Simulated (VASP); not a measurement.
Wanted: the native input for a VASP 6.6.1 run.

```yaml
Task: relaxation of the atoms
Functional: PBE
Potentials_or_basis: VASP PAW PBE potentials, release 64 (Al, N)
Cutoff: 520 eV
k_mesh: 12 × 12 × 12
Occupations: fermi-dirac, width 0.02 eV
Spin: no spin polarisation
Dipole_correction: no
Further_INCAR_settings: ALGO = Normal; EDIFF = 1e-07; IBRION = 2; EDIFFG = -0.02; NSW = 80
```

The structure of AlN lies in POSCAR:

```
AlN
1.0
    0.0000000000      1.9690000000      1.9690000000
    1.9690000000      0.0000000000      1.9690000000
    1.9690000000      1.9690000000      0.0000000000
Al N
1 1
Direct
    0.0000000000      0.0000000000      0.0000000000
    0.5000000000      0.5000000000      0.5000000000
```

These files were run (other wordings do the same):

INCAR

```
SYSTEM = AlN
PREC = Accurate
ENCUT = 520
EDIFF = 1E-7
ISMEAR = -1
SIGMA = 0.02
LREAL = .FALSE.
LASPH = .TRUE.
NELM = 120
ALGO = Normal
ISIF = 2
LWAVE = .FALSE.
LCHARG = .FALSE.
GGA = PE
IBRION = 2
NSW = 80
EDIFFG = -0.02
GGA_COMPAT = .FALSE.
NELMIN = 4
```

KPOINTS

```
Automatic mesh
0
G
  12 12 12
  0 0 0
```

Potentials or basis: VASP PAW PBE potentials, release 64 (Al, N).

Run with:

```bash
$ cat potpaw_PBE.64/Al/POTCAR potpaw_PBE.64/N/POTCAR > POTCAR
$ mpirun -np 1 vasp_std > vasp.out
```

It gave:

```json
{
 "Pressure after relaxing": "30.1 GPa",
 "Band gap on the k mesh": "5.16 eV (least direct gap 6.87 eV)"
}
```

Caveat: the relaxation stopped at its first step, so nothing moved.

Wall time 5.2 s on 1 thread of Intel(R) Xeon(R) 6975P-C (Granite Rapids), on a shared host, peak memory 0.13 GiB.
